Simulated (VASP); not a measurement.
# BN (P1) in VASP: single point with PBE+D3(BJ)

Aim: the single point of BN with PBE+D3(BJ).

Program: VASP 6.6.1. These are calculated values, not measurements. Logs are shortened: lines on timing, memory, paths and dates and some standing lists are left out, and cuts for length are marked.

## (1) The cell of the first run

The typed cell holds 8 atoms: a = 4.390 Å, b = 4.721 Å, c = 4.689 Å, α = 64.83°, β = 62.41°, γ = 62.63°.

## (2) Single point, PBE+D3(BJ) (atoms moved at random and the cell strained at random)

Input file INCAR:

```
SYSTEM = BN
ALGO = Normal ; EDIFF = 1E-6
ENCUT = 520 ; GGA = PE
ISIF = 2 ; ISMEAR = 0
IVDW = 12 ; LASPH = .True.
LCHARG = .False. ; LREAL = .False.
LWAVE = .False. ; NBANDS = 26
NELM = 80 ; PREC = Accurate
SIGMA = 0.05
```

Input file KPOINTS:

```
k-points
0
Gamma
  6 6 6
  0 0 0
```

Input file POSCAR:

```
BN
1.0
   -0.0004223957     -0.0156035420      4.3897733902
    2.5370843562      3.3296573993      2.1826296396
   -2.5071863365      3.3068891842      2.1831180294
B N
4 4
Direct
    0.5414933940      0.6820581184      0.2389285489
    0.5157558602      0.3028964355      0.7573098674
    0.0033726308      0.4647613833      0.3632383827
   -0.0008693844      1.0803073601      0.0234354582
    0.1986070842      0.7631705054      0.2433703454
    0.1879196674      0.3432174853      0.6534410853
    0.7252587941      0.4579341220      0.5299885018
    0.4952619138     -0.0943454100      0.1902878103
```

Potentials or basis: VASP PAW PBE potentials, release 64 (B, N).

On the command line:

```bash
$ cat potpaw_PBE.64/B/POTCAR potpaw_PBE.64/N/POTCAR > POTCAR
$ mpirun -np 1 vasp_std > vasp.out
```

OUTCAR:

```text
SYSTEM = BN
   EDIFF = 1E-6
   ENCUT = 520
   GGA = PE
   ISIF = 2
   ISMEAR = 0
   IVDW = 12
   LASPH = .True.
   LREAL = .False.
   NELM = 80
   PREC = Accurate
 IVDW          = 12

 ion  position               nearest neighbor table
   1  0.541  0.682  0.239-   8 0.92   5 1.36   7 1.62   3 2.04
   2  0.516  0.303  0.757-   7 1.25   6 1.63
   3  0.003  0.465  0.363-   7 1.11   6 1.66   5 1.74   1 2.04
   4  0.999  0.080  0.023-   5 1.55   6 1.74
   5  0.199  0.763  0.243-   1 1.36   4 1.55   8 1.60   3 1.74
   6  0.188  0.343  0.653-   2 1.63   3 1.66   4 1.74
   7  0.725  0.458  0.530-   3 1.11   2 1.25   1 1.62
   8  0.495  0.906  0.190-   1 0.92   5 1.60

 -----------------------------------------------------------------------------
|                                                                             |
|           W    W    AA    RRRRR   N    N  II  N    N   GGGG   !!!           |
|           W    W   A  A   R    R  NN   N  II  NN   N  G    G  !!!           |
|           W    W  A    A  R    R  N N  N  II  N N  N  G       !!!           |
|           W WW W  AAAAAA  RRRRR   N  N N  II  N  N N  G  GGG   !            |
|           WW  WW  A    A  R   R   N   NN  II  N   NN  G    G                |
|           W    W  A    A  R    R  N    N  II  N    N   GGGG   !!!           |
|                                                                             |
|     The distance between some ions is very small. Please check the          |
|     nearest-neighbor list in the OUTCAR file.                               |
|     I HOPE YOU KNOW WHAT YOU ARE DOING!                                     |
|                                                                             |
 -----------------------------------------------------------------------------

  LATTYP: Found a triclinic cell.
 ALAT       =     7.8062479402
 B/A-ratio  =     0.6034723283
 C/A-ratio  =     0.6047644684
 COS(alpha) =     0.0050999179
 COS(beta)  =     0.2616255399
 COS(gamma) =     0.8682646961

  Lattice vectors:

 A1 = (   2.5063415451,  -3.3380962682,   6.5964287510)
 A2 = (   2.5067639408,  -3.3224927262,   2.2066553608)
 A3 = (   2.5370843562,   3.3296573993,   2.1826296396)

Analysis of symmetry for initial positions (statically):
=====================================================================
 Subroutine PRICEL returns:
 Original cell was already a primitive cell.

 Routine SETGRP: Setting up the symmetry group for a
 triclinic supercell.

 Subroutine GETGRP returns: Found  1 space group operations
 (whereof  1 operations were pure point group operations)
 out of a pool of  2 trial point group operations.

The static configuration has the point symmetry C_1 .

Analysis of symmetry for dynamics (positions and initial velocities):
=====================================================================
 Subroutine PRICEL returns:
 Original cell was already a primitive cell.

 Routine SETGRP: Setting up the symmetry group for a
 triclinic supercell.

 Subroutine GETGRP returns: Found  1 space group operations
 (whereof  1 operations were pure point group operations)
 out of a pool of  2 trial point group operations.

The dynamic configuration has the point symmetry C_1 .

 Subroutine INISYM returns: Found  1 space group operations
 (whereof  1 operations are pure point group operations),
 and found     1 'primitive' translations

----------------------------------------------------------------------------------------

                                     Primitive cell

  volume of cell :      73.6475

  direct lattice vectors                    reciprocal lattice vectors
    -0.000422396 -0.015603542  4.389773390     0.000696843 -0.149509672  0.227270824
     2.537084356  3.329657399  2.182629640     0.197570294  0.149428799  0.000550159
    -2.507186336  3.306889184  2.183118029    -0.198927294  0.151235915  0.000518430

  length of vectors
     4.389801142  4.720941386  4.689083464     0.272039804  0.247716147  0.249889254

  position of ions in fractional coordinates (direct lattice)
     0.541493394  0.682058118  0.238928549
     0.515755860  0.302896436  0.757309867
     0.003372631  0.464761383  0.363238383
     0.999130616  0.080307360  0.023435458
     0.198607084  0.763170505  0.243370345
     0.187919667  0.343217485  0.653441085
     0.725258794  0.457934122  0.529988502
     0.495261914  0.905654590  0.190287810

  ion indices of the primitive-cell ions
   primitive index   ion index
                 1           1
                 2           2
                 3           3
                 4           4
                 5           5
                 6           6
                 7           7
                 8           8

----------------------------------------------------------------------------------------

 KPOINTS: k-points

Automatic generation of k-mesh.
 Grid dimensions read from file:
 generate k-points for:    6    6    6

 Generating k-lattice:

  Cartesian coordinates                     Fractional coordinates (reciprocal lattice)
     0.000116141 -0.024918279  0.037878471     0.166666667 -0.000000000  0.000000000
     0.032928382  0.024904800  0.000091693    -0.000000000  0.166666667 -0.000000000
    -0.033154549  0.025205986  0.000086405    -0.000000000  0.000000000  0.166666667

  Length of vectors
     0.045339967  0.041286025  0.041648209

  Shift w.r.t. Gamma in fractional coordinates (k-lattice)
     0.000000000  0.000000000  0.000000000

 Subroutine IBZKPT returns following result:
 ===========================================

 Found    112 irreducible k-points:

 Following reciprocal coordinates:
            Coordinates               Weight
  0.000000  0.000000  0.000000      1.000000
  0.166667  0.000000  0.000000      2.000000
  0.333333 -0.000000 -0.000000      2.000000
  0.500000  0.000000  0.000000      1.000000
  0.000000  0.166667 -0.000000      2.000000
  0.166667  0.166667  0.000000      2.000000
[... 16 lines left out ...]
  0.333333  0.000000  0.166667      2.000000
  0.500000  0.000000  0.166667      2.000000
 [... further k-points ...]
   k-points           NKPTS =    112   k-points in BZ     NKDIM =    112   number of bands    NBANDS=     26
   number of dos      NEDOS =    301   number of ions     NIONS =      8
   total plane-waves  NPLWV =  46656
   dimension x,y,z NGX =    36 NGY =   36 NGZ =   36
   dimension x,y,z NGXF=    72 NGYF=   72 NGZF=   72
   ions per type =               4   4
   NGX,Y,Z   is equivalent  to a cutoff of  13.63, 12.68, 12.76 a.u.
   NGXF,Y,Z  is equivalent  to a cutoff of  27.27, 25.35, 25.53 a.u.
 SYSTEM =  BN
   PREC   = accura    normal or accurate (medium, high low for compatibility)
   ISTART =      0    job   : 0-new  1-cont  2-samecut
   ICHARG =      2    charge: 1-file 2-atom 10-const
   ISPIN  =      1    spin polarized calculation?
   LNONCOLLINEAR =      F non collinear calculations
   LSORBIT =      F    spin-orbit coupling
   LASPH  =      T    aspherical Exc in radial PAW
   ENCUT  =  520.0 eV  38.22 Ry    6.18 a.u.   8.16  8.78  8.72*2*pi/ulx,y,z
   NELM   =     80;   NELMIN=  2; NELMDL= -5     # of ELM steps
   EDIFF  = 0.1E-05   stopping-criterion for ELM
   LREAL  =      F    real-space projection
   EDIFFG = 0.1E-04   stopping-criterion for IOM
   NSW    =      0    number of steps for IOM
   IBRION =     -1    ionic relax: 0-MD 1-quasi-New 2-CG
   NFREE  =      0    steps in history (QN), initial steepest desc. (CG)
   ISIF   =      2    stress and relaxation
   ISYM   =      2    0-nonsym 1-usesym 2-fastsym
   POTIM  = 0.5000    time-step for ionic-motion
   TEBEG  =    0.0;   TEEND  =   0.0 temperature during run
   PSTRESS=    0.0 pullay stress
   NELECT =      32.0000    total number of electrons
   NUPDOWN=      -1.0000    fix difference up-down
   EMIN   =  10.00;   EMAX   =-10.00  energy-range for DOS
   EFERMI =   0.00;   METHOD = LEGACY
   ISMEAR =     0;   SIGMA  =   0.05  broadening in eV -4-tet -1-fermi 0-gaus
   EFERMI_NEDOS =   21; number of points for ismear=-14 and -15
   IALGO  =     38    algorithm
   IMIX   =      4    mixing-type and parameters
     AMIX     =   0.40;   BMIX     =  1.00
     AMIX_MAG =   1.60;   BMIX_MAG =  1.00
  volume/ion in A,a.u.               =       9.21        62.12
  Fermi-wavevector in a.u.,A,eV,Ry     =   1.239954  2.343173 20.918757  1.537485
  Thomas-Fermi vector in A             =   2.374415
   LORBIT       =      0    0 simple, 1 ext, 2 COOP (PROOUT), +10 PAW based schemes
   GGA     = PE    functional components
   LHFCALC =     F    Hartree Fock is set to
   AEXX    =    0.0000 exact exchange contribution
   IVDW    =    12    specifies the selected vdW correction
   LEPSILON=     F    determine dielectric tensor
   LRPA    =     F    only Hartree local field effects (RPA)
 non-spin polarized calculation
 Gauss-broadening in eV      SIGMA  =   0.05
  energy-cutoff  :      520.00
  volume of cell :       73.65
 maximum number of plane-waves:      2007
 NGX is ok and might be reduce to    36
   NGX = 17   NGY = 17   NGZ = 17

 number of electron      32.0000000 magnetization

 Free energy of the ion-electron system (eV)
  ---------------------------------------------------
  ext. energy  EPLUGINS =         0.00000000
  ---------------------------------------------------
  free energy    TOTEN  =       -36.10013400 eV

  energy without entropy =      -36.09860164  energy(sigma->0) =      -36.09936782

 E-fermi :   4.0663     XC(G=0): -10.1543

 val. band max:        4.0477447118   @ k =  -0.1667   0.5000   0.3333
 cond. band min:       4.0717559130   @ k =   0.1667   0.1667   0.0000
 fundamental gap:      0.0240112012
 Fermi energy:         4.0663213475

 k-point     1 :       0.0000    0.0000    0.0000
  band No.  band energies     occupation
      1     -17.4803      2.00000
      2     -15.6849      2.00000
      3     -11.7271      2.00000
      4      -9.9057      2.00000
      5      -7.8393      2.00000
      6      -6.2797      2.00000
[... 18 lines left out ...]
     25      12.8988      0.00000
     26      13.2642      0.00000
[... 644 lines left out ...]
      4     -10.9222      2.00000
      5      -7.0712      2.00000
      6      -5.9768      2.00000
[... 18 lines left out ...]
     25      12.2655      0.00000
     26      13.8783      0.00000

 [... further k-points ...]

------------------------ aborting loop because EDIFF is reached ----------------------------------------

 Edisp (eV)   -1.17517

 E8    (eV) :    -0.3453

  FORCE on cell =-STRESS in cart. coord.  units (eV):
  Direction    XX          YY          ZZ          XY          YZ          ZX
  --------------------------------------------------------------------------------------
  -------------------------------------------------------------------------------------
  Total      50.09779    32.60582    35.26849    32.97059    -3.92177    27.75268
  in kB    1089.86105   709.32898   767.25446   717.26443   -85.31679   603.75041
  external pressure =      855.48 kB  Pullay stress =        0.00 kB

 VOLUME and BASIS-vectors are now :
 -----------------------------------------------------------------------------
  energy-cutoff  :      520.00
  volume of cell :       73.65
      direct lattice vectors                 reciprocal lattice vectors
    -0.000422396 -0.015603542  4.389773390     0.000696843 -0.149509672  0.227270824
     2.537084356  3.329657399  2.182629640     0.197570294  0.149428799  0.000550159
    -2.507186336  3.306889184  2.183118029    -0.198927294  0.151235915  0.000518430

 POSITION                                       TOTAL-FORCE (eV/Angst)
 -----------------------------------------------------------------------------------
      1.13117      3.05268      4.38732       -60.778643    -49.485088    -13.762362
     -1.13046      3.50483      4.57846        -5.597955      0.927827     -9.874342
      0.26843      2.74863      1.82220         7.088852     -8.391718     24.717476
      0.14457      0.32930      4.61240         0.099053     -2.046635      1.660105
      1.32597      3.34280      3.06886         3.418001     -2.079374    -11.297749
     -0.76761      3.30072      3.00058        -8.920122      0.887480      2.391565
     -0.16727      3.26606      5.34025        -4.584675      7.891719    -16.505565
      1.82043      3.63705      4.56622        69.275491     52.295787     22.670871
 -----------------------------------------------------------------------------------
    total drift:                                0.000202     -0.000087      0.000146

  FREE ENERGIE OF THE ION-ELECTRON SYSTEM (eV)
  ---------------------------------------------------
  free  energy   TOTEN  =       -37.2752998942 eV

  energy  without entropy=      -37.2737675385  energy(sigma->0) =      -37.27453372
```

It took 3.4 min on 1 thread of Intel Xeon Platinum 8375C at 2.90GHz (Ice Lake), shared host; peak memory 0.31 GiB.

What came out:

```
Free energy                : -37.2753 eV
Pressure                   : 85.5 GPa
Largest force              : 89.710 eV/Å
Band gap on the k mesh     : zero (band 16 reaches 4.14 eV, above the bottom of band 17 at 3.92 eV)
Dispersion energy per atom : -0.147 eV
```

Forces in eV/Å, atoms in the order of the input:
```
B   -60.779 -49.485 -13.762
B    -5.598   0.928  -9.874
B     7.089  -8.392  24.717
B     0.099  -2.047   1.660
N     3.418  -2.079 -11.298
N    -8.920   0.887   2.392
N    -4.585   7.892 -16.506
N    69.275  52.296  22.671
```

Levels at points of the mesh, in eV from the Fermi level:
```
           k point  band 14  band 15  band 16  band 17  band 18  band 19
(0.00, 0.00, 0.00)    -2.19    -1.65    -0.19     0.08     1.82     2.59
(0.50, 0.00, 0.00)    -3.18    -1.61    -0.50     1.11     1.17     2.85
(0.00, 0.50, 0.00)    -2.18    -1.93    -0.29     0.22     1.01     2.58
(0.50, 0.50, 0.00)    -2.70    -2.21    -0.72    -0.15     1.79     2.84
(0.00, 0.00, 0.50)    -2.28    -1.62    -0.41     0.81     1.44     2.73
(0.50, 0.00, 0.50)    -3.92    -1.75    -0.87     0.75     1.84     2.55
(0.00, 0.50, 0.50)    -1.84    -0.70     0.08     1.46     1.87     2.49
(0.50, 0.50, 0.50)    -3.40    -1.02    -0.78     0.38     1.20     2.21
```

Caveat: the cell differs from its parent crystal (atoms moved at random and the cell strained at random); pairwise dispersion overbinds metals, which lowers pressure and volume; forces of over 1 eV/Å act on the atoms, so gaps and moduli don't describe the material at rest.
